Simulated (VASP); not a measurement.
Write the native input for VASP 6.6.1 that does the following.

```
Task                               : single point
Functional                         : PBE0
Potentials or basis                : VASP PAW PBE potentials, release 64 (Cu, O)
Cutoff                             : 520 eV
k mesh                             : 4 × 4 × 4
Occupations                        : gaussian, width 0.01 eV
Spin                               : no spin polarisation
Dipole correction                  : no
Grid for exact exchange (PRECFOCK) : Normal
Further INCAR settings             : ALGO = Normal; EDIFF = 1e-06; NBANDS = 37
Share of exact exchange            : 0.25
```

Crystal: Cu2O.

```
Cu O
1.0
     4.24608    0.00000    0.00000
     0.00000    4.24608    0.00000
     0.00000    0.00000    4.24608
Cu O
4 2
Cartesian
  1.0615 1.0615 1.0615
  1.0615 3.1846 3.1846
  3.1846 3.1846 1.0615
  3.1846 1.0615 3.1846
  0.0000 0.0000 0.0000
  2.1230 2.1230 2.1230
```

These files were run (other wordings do the same):

POSCAR

```
Cu2O
1.0
    4.2460804562      0.0000000000      0.0000000000
    0.0000000000      4.2460804562      0.0000000000
    0.0000000000      0.0000000000      4.2460804562
Cu O
4 2
Direct
    0.2500000000      0.2500000000      0.2500000000
    0.2500000000      0.7500000000      0.7500000000
    0.7500000000      0.7500000000      0.2500000000
    0.7500000000      0.2500000000      0.7500000000
    0.0000000000      0.0000000000      0.0000000000
    0.5000000000      0.5000000000      0.5000000000
```

INCAR.step1

```
SYSTEM = Cu2O
PREC = Accurate
ENCUT = 520
EDIFF = 1E-5
ISMEAR = 0
SIGMA = 0.01
LREAL = .False.
LASPH = .True.
NELM = 120
ALGO = Normal
ISIF = 2
LWAVE = .True.
LCHARG = .False.
NBANDS = 37
GGA = PE
GGA_COMPAT = .False.
KPAR = 4
```

INCAR.step2

```
SYSTEM = Cu2O
PREC = Accurate
ENCUT = 520
EDIFF = 1E-6
ISMEAR = 0
SIGMA = 0.01
LREAL = .False.
LASPH = .True.
NELM = 120
ALGO = Normal
ISIF = 2
LWAVE = .False.
LCHARG = .False.
GGA = PE
LHFCALC = .True.
AEXX = 0.25
PRECFOCK = Normal
NBANDS = 37
ISTART = 1
GGA_COMPAT = .False.
KPAR = 4
```

KPOINTS

```
Automatic mesh
0
Gamma
  4 4 4
  0 0 0
```

Potentials or basis: VASP PAW PBE potentials, release 64 (Cu, O).

Launch:

```sh
$ cat potpaw_PBE.64/Cu/POTCAR potpaw_PBE.64/O/POTCAR > POTCAR
$ cp INCAR.step1 INCAR
$ mpirun -np 4 vasp_std > vasp.out
$ cp INCAR.step2 INCAR
$ mpirun -np 4 vasp_std > vasp.out
```

It gave:

* Pressure: 3.6 GPa
* Band gap on the k mesh: 2.82 eV

Caveat: the cell stands under pressure; the PAW data sets were made with another functional, which shifts forces and pressure a little.

It took 25 min on 4 MPI ranks on AMD EPYC 7R13 Processor (Zen 3), on a shared host, peak memory 0.2 GiB a rank.
